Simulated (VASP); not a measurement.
**LiMgCl2: single point with PBE**

LiMgCl2:

```xyz
4
Lattice="4.8427 0.0000 0.0000 0.0000 4.8427 0.0000 0.0000 0.0000 4.0940" Properties=species:S:1:pos:R:3 pbc="T T T"
Li    2.4214    2.4214    2.0470
Mg    0.0000    0.0000    0.0000
Cl    0.0000    2.4214    1.0652
Cl    2.4214    0.0000    3.0288
```

The cell was built from a structure type or drawn by symmetry, and may not be a known phase.

```
Program             : VASP 6.6.1
Task                : single point
Functional          : PBE
Potentials or basis : VASP PAW PBE potentials, release 64 (Li_sv, Mg, Cl)
Cutoff              : 520 eV
k mesh              : 10 × 10 × 12
Occupations         : gaussian, width 0.1 eV
Spin                : no spin polarisation
```

The largest force is 0.004 eV/Å and the band gap on the k mesh is zero (an odd number of electrons rules out a gap without spin polarisation).

Forces in eV/Å, atoms in the order of the input:
```
Li   0.000  0.000  0.000
Mg   0.000  0.000  0.000
Cl   0.000  0.000 -0.004
Cl   0.000  0.000  0.004
```

Levels at points of the mesh, in eV from the Fermi level:
```csv
k point,band 5,band 6,band 7,band 8,band 9,band 10,band 11,band 12,band 13,band 14
"(0.00, 0.00, 0.00)",-7.05,-6.03,-5.81,-5.81,-5.29,-2.10,0.94,1.61,4.46,5.31
"(0.50, 0.00, 0.00)",-6.59,-6.56,-6.37,-5.69,-5.63,0.02,1.60,2.73,3.03,4.12
"(0.50, 0.50, 0.00)",-7.26,-5.86,-5.64,-5.64,-5.63,0.86,0.86,1.99,3.94,4.33
"(0.00, 0.00, 0.50)",-6.54,-6.45,-6.45,-6.26,-6.26,0.56,0.83,1.90,3.57,3.58
"(0.50, 0.00, 0.50)",-7.16,-6.40,-6.21,-5.80,-5.67,-0.40,1.15,2.48,2.80,2.94
"(0.50, 0.50, 0.50)",-6.78,-6.56,-6.56,-6.45,-6.41,1.59,1.99,2.51,3.34,3.34
```

Run time: 3.5 min on 1 thread of AMD EPYC 7R43 64-Core Processor (Zen 3), on a shared host, peak memory 0.33 GiB.

Caveat: an odd number of electrons without spin polarisation forces a metal; a magnetic or distorted state may lie lower.
